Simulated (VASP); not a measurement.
# Tl (P6_3/mmc) in VASP: further runs

Runs on Tl. Level: RPBE. Tasks: single point.

All numbers are computed with VASP 6.6.1; they aren't measurements. Logs are shortened: lines on timing, memory, paths and dates and some standing lists are left out, and cuts for length are marked.

## Step 1: The cell of the first run

It takes space group P6_3/mmc (No. 194, hexagonal). The conventional cell has a = 3.491 Å, b = 3.491 Å, c = 11.182 Å, α = 90.00°, β = 90.00°, γ = 120.00°. Tl (site symmetry -3m) has 12 Tl at 3.45 to 3.49 Å within 4.5 Å. Tl (site symmetry -6m2) has 12 Tl at 3.45 to 3.49 Å within 4.5 Å.

## Step 2: Single point, RPBE (volume scaled by 0.88)

The input, INCAR:

```
PREC     = Accurate       # precision mode
ENCUT    = 520            # plane-wave cutoff, eV
EDIFF    = 1E-7           # SCF threshold, eV
ISMEAR   = -1             # smearing method
SIGMA    = 0.1            # smearing width, eV
LREAL    = False          # projectors in reciprocal space
LASPH    = True           # aspherical terms in the spheres
NELM     = 60             # most SCF steps
ALGO     = Normal         # electronic algorithm
ISIF     = 2              # what is computed and relaxed
LWAVE    = False          # write WAVECAR
LCHARG   = False          # write CHGCAR
GGA      = RP             # functional
NBANDS   = 34             # bands
```

The input, KPOINTS:

```
regular mesh
0
Gamma
  11 11 3
```

The input, POSCAR:

```
Tl
1.0
    3.4913534919      0.0000000000      0.0000000000
   -1.7456767459      3.0236008176      0.0000000000
    0.0000000000      0.0000000000     11.1824609621
Tl
4
Direct
    0.0000000000      1.0000000000      0.0000000000
    0.0000000000      0.0000000000      0.5000000000
    0.3333333333      0.6666666667      0.2500000000
    0.6666666667      0.3333333333      0.7500000000
```

Potentials or basis: VASP PAW PBE potentials, release 64 (Tl_d).

Command:

```console
cat potpaw_PBE.64/Tl_d/POTCAR > POTCAR
mpirun -np 1 vasp_std > vasp.out
```

OUTCAR:

```text
PREC = Accurate
   ENCUT = 520
   EDIFF = 1E-7
   ISMEAR = -1
   LREAL = False
   LASPH = True
   NELM = 60
   ISIF = 2
   GGA = RP

 ion  position               nearest neighbor table
   1  0.000  0.000  0.000-   3 3.45   4 3.45   3 3.45   4 3.45   4 3.45   3 3.45
   2  0.000  0.000  0.500-   3 3.45   4 3.45   3 3.45   4 3.45   4 3.45   3 3.45
   3  0.333  0.667  0.250-   1 3.45   2 3.45   1 3.45   2 3.45   1 3.45   2 3.45
   4  0.667  0.333  0.750-   1 3.45   2 3.45   1 3.45   2 3.45   1 3.45   2 3.45

  LATTYP: Found a hexagonal cell.
 ALAT       =     3.4913534919
 C/A-ratio  =     3.2029013928

  Lattice vectors:

 A1 = (   3.4913534919,   0.0000000000,   0.0000000000)
 A2 = (  -1.7456767459,   3.0236008176,   0.0000000000)
 A3 = (   0.0000000000,   0.0000000000,  11.1824609621)

Analysis of symmetry for initial positions (statically):
=====================================================================
 Subroutine PRICEL returns:
 Original cell was already a primitive cell.

 Routine SETGRP: Setting up the symmetry group for a
 hexagonal supercell.

 Subroutine GETGRP returns: Found 24 space group operations
 (whereof 12 operations were pure point group operations)
 out of a pool of 24 trial point group operations.

The static configuration has the point symmetry D_3d.
 The point group associated with its full space group is D_6h.

Analysis of symmetry for dynamics (positions and initial velocities):
=====================================================================
 Subroutine PRICEL returns:
 Original cell was already a primitive cell.

 Routine SETGRP: Setting up the symmetry group for a
 hexagonal supercell.

 Subroutine GETGRP returns: Found 24 space group operations
 (whereof 12 operations were pure point group operations)
 out of a pool of 24 trial point group operations.

The dynamic configuration has the point symmetry D_3d.
 The point group associated with its full space group is D_6h.

 Subroutine INISYM returns: Found 24 space group operations
 (whereof 12 operations are pure point group operations),
 and found     1 'primitive' translations

----------------------------------------------------------------------------------------

                                     Primitive cell

  volume of cell :     118.0472

  direct lattice vectors                    reciprocal lattice vectors
     3.491353492  0.000000000  0.000000000     0.286421871  0.165365744  0.000000000
[... 90 lines left out ...]
   EDIFF  = 0.1E-06   stopping-criterion for ELM
   LREAL  =      F    real-space projection
   EDIFFG = 0.1E-05   stopping-criterion for IOM
   NSW    =      0    number of steps for IOM
   IBRION =     -1    ionic relax: 0-MD 1-quasi-New 2-CG
   NFREE  =      0    steps in history (QN), initial steepest desc. (CG)
   ISIF   =      2    stress and relaxation
   ISYM   =      2    0-nonsym 1-usesym 2-fastsym
   POTIM  = 0.5000    time-step for ionic-motion
   TEBEG  =    0.0;   TEEND  =   0.0 temperature during run
   PSTRESS=    0.0 pullay stress
   NELECT =      52.0000    total number of electrons
   NUPDOWN=      -1.0000    fix difference up-down
   EMIN   =  10.00;   EMAX   =-10.00  energy-range for DOS
   EFERMI =   0.00;   METHOD = LEGACY
   ISMEAR =    -1;   SIGMA  =   0.10  broadening in eV -4-tet -1-fermi 0-gaus
   EFERMI_NEDOS =   21; number of points for ismear=-14 and -15
   IALGO  =     38    algorithm
   IMIX   =      4    mixing-type and parameters
     AMIX     =   0.40;   BMIX     =  1.00
     AMIX_MAG =   1.60;   BMIX_MAG =  1.00
  volume/ion in A,a.u.               =      29.51       199.16
  Fermi-wavevector in a.u.,A,eV,Ry     =   1.245635  2.353908 21.110881  1.551606
  Thomas-Fermi vector in A             =   2.379848
   LORBIT       =      0    0 simple, 1 ext, 2 COOP (PROOUT), +10 PAW based schemes
   GGA     = RP    functional components
   LHFCALC =     F    Hartree Fock is set to
   AEXX    =    0.0000 exact exchange contribution
   IVDW    =     0    specifies the selected vdW correction
   LEPSILON=     F    determine dielectric tensor
   LRPA    =     F    only Hartree local field effects (RPA)
 non-spin polarized calculation
  energy-cutoff  :      520.00
  volume of cell :      118.05
 maximum number of plane-waves:      3222
 NGX is ok and might be reduce to    28
   NGX = 13   NGY = 13   NGZ = 41

 number of electron      52.0000014 magnetization

 Free energy of the ion-electron system (eV)
  ---------------------------------------------------
  ext. energy  EPLUGINS =         0.00000000
  ---------------------------------------------------
  free energy    TOTEN  =        -7.17597568 eV

  energy without entropy =       -7.10765221  energy(sigma->0) =       -7.14181395

 E-fermi :   6.3747     XC(G=0):  -9.9106

 val. band max:        6.3514242342   @ k =   0.1818   0.1818   0.3333
 cond. band min:       6.3830744997   @ k =   0.4545   0.0000   0.3333
 fundamental gap:      0.0316502655
 Fermi energy:         6.3746745333

 k-point     1 :       0.0000    0.0000    0.0000
  band No.  band energies     occupation
      1      -5.4087      2.00000
      2      -5.2968      2.00000
      3      -5.2838      2.00000
      4      -5.2477      2.00000
      5      -5.2477      2.00000
      6      -5.2283      2.00000
[... 877 lines left out ...]
     33      12.7855      0.00000
     34      13.6016      0.00000

 [... further k-points ...]

------------------------ aborting loop because EDIFF is reached ----------------------------------------

  FORCE on cell =-STRESS in cart. coord.  units (eV):
  Direction    XX          YY          ZZ          XY          YZ          ZX
  --------------------------------------------------------------------------------------
  -------------------------------------------------------------------------------------
  Total        2.5065820      2.5065820      2.8403520      0.0000000      0.0000000      0.0000000
  in kB       34.0201972     34.0201972     38.5502394      0.0000000      0.0000000      0.0000000
  external PRESSURE =      35.5302113 kB  Pullay stress =       0.0000000 kB

 VOLUME and BASIS-vectors are now :
 -----------------------------------------------------------------------------
  energy-cutoff  :      520.00
  volume of cell :      118.05
      direct lattice vectors                 reciprocal lattice vectors
     3.491353492  0.000000000  0.000000000     0.286421871  0.165365744  0.000000000
    -1.745676746  3.023600818  0.000000000     0.000000000  0.330731489  0.000000000
     0.000000000  0.000000000 11.182460962     0.000000000  0.000000000  0.089425754

 POSITION                                       TOTAL-FORCE (eV/Angst)
 -----------------------------------------------------------------------------------
      0.00000      0.00000      0.00000         0.000000      0.000000     -0.000000
      0.00000      0.00000      5.59123         0.000000      0.000000     -0.000000
     -0.00000      2.01573      2.79562         0.000000      0.000000     -0.000000
      1.74568      1.00787      8.38685        -0.000000      0.000000      0.000000
 -----------------------------------------------------------------------------------
    total drift:                                0.000000     -0.000000      0.000000

  FREE ENERGIE OF THE ION-ELECTRON SYSTEM (eV)
  ---------------------------------------------------
  free  energy   TOTEN  =        -7.1759756842 eV

  energy  without entropy=       -7.1076522090  energy(sigma->0) =       -7.14181395
```

Run time: 85 s. Hardware: 1 thread of AMD EPYC 7R43 (Zen 3), shared host; peak memory 0.24 GiB.

What came out:

* Free energy: -7.1760 eV
* Pressure: 3.6 GPa
* Band gap on the k mesh: zero (band 26 reaches 9.75 eV, above the bottom of band 27 at 5.39 eV)

Caveat: the PAW data sets were made with another functional, which shifts forces and pressure a little; spin-orbit coupling is left out, which moves the levels of the heavy elements.

## Step 3: Single point, RPBE (volume scaled by 0.92)

The input, INCAR:

```
SYSTEM = Tl
ALGO = Normal
EDIFF = 1E-6
ENCUT = 520
GGA = RP
ISIF = 2
ISMEAR = -1
LASPH = .TRUE.
LCHARG = .FALSE.
LREAL = .FALSE.
LWAVE = .FALSE.
NBANDS = 34
NELM = 80
PREC = Accurate
SIGMA = 0.1
```

The input, KPOINTS:

```
k-points
0
G
  11 11 3
  0 0 0
```

The input, POSCAR:

```
Tl
1.0
    3.5434709292      0.0000000000      0.0000000000
   -1.7717354646      3.0687358422      0.0000000000
    0.0000000000      0.0000000000     11.3493879746
Tl
4
Direct
    0.0000000000      1.0000000000      0.0000000000
    0.0000000000      0.0000000000      0.5000000000
    0.3333333333      0.6666666667      0.2500000000
    0.6666666667      0.3333333333      0.7500000000
```

Potentials or basis: VASP PAW PBE potentials, release 64 (Tl_d).

Command:

```console
cat potpaw_PBE.64/Tl_d/POTCAR > POTCAR
mpirun -np 1 vasp_std > vasp.out
```

Run time: 84 s. Hardware: 1 thread of AMD EPYC 7R43 (Zen 3), shared host; peak memory 0.24 GiB.

The run converged. Its results:

```
Free energy            : -7.2712 eV
Pressure               : 2.0 GPa
Band gap on the k mesh : zero (band 26 reaches 9.15 eV, above the bottom of band 27 at 5.03 eV)
```

Stress tensor (GPa, compression positive):
```
1.93 0.00 0.00
0.00 1.93 0.00
0.00 0.00 2.20
```

Levels at points of the mesh, in eV from the Fermi level:
| k point | band 22 | band 23 | band 24 | band 25 | band 26 | band 27 | band 28 | band 29 |
| --- | --- | --- | --- | --- | --- | --- | --- | --- |
| (0.00, 0.00, 0.00) | -8.21 | -8.20 | -5.15 | -2.52 | 3.10 | 3.11 | 7.53 | 7.53 |

Caveat: the PAW data sets were made with another functional, which shifts forces and pressure a little; spin-orbit coupling is left out, which moves the levels of the heavy elements.
